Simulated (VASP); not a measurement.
The system is In.

```
In
1.0
    -1.62547    1.62547    2.47370
     1.62547   -1.62547    2.47370
     1.62547    1.62547   -2.47370
In
1
Direct
  0.00000 0.00000 0.00000
```

* Program: VASP 6.6.1
* Task: relaxation of cell and atoms
* Functional: PBEsol
* Potentials or basis: VASP PAW PBE potentials, release 64 (In_d)
* Cutoff: 600 eV
* k mesh: 10 × 10 × 10
* Occupations: fermi-dirac, width 0.05 eV
* Spin: no spin polarisation

At the start: pressure -0.9 GPa; volume 26.14 Å³/atom.

Question: Where does the relaxation end?

Answer: Over 8 steps the energy falls by 13.2 meV/atom and the volume is 25.47 Å³/atom (-2.6 %); space group I4/mmm (No. 139, to 0.1 Å) before, Fm-3m (No. 225, to 0.1 Å).

The path:
```
step  energy change (eV)  largest force (eV/Å)  pressure (GPa)  volume (Å³)
   1              0.0000                0.0000           -0.94        26.14
   2             -0.0074                0.0000            0.02        25.56
   3             -0.0092                0.0000            0.68        25.21
   4             -0.0061                0.0000            2.21        24.50
   5             -0.0095                0.0000            0.94        25.08
   6             -0.0130                0.0000            0.35        25.38
   7             -0.0131                0.0000            0.17        25.45
   8             -0.0132                0.0000            0.16        25.47
```

Final structure:
```
In
1.0
    -1.65229    1.65229    2.33235
     1.65229   -1.65229    2.33235
     1.65229    1.65229   -2.33235
In
1
Direct
  0.00000 0.00000 0.00000
```

Caveat: the PAW data sets were made with another functional, which shifts forces and pressure a little.
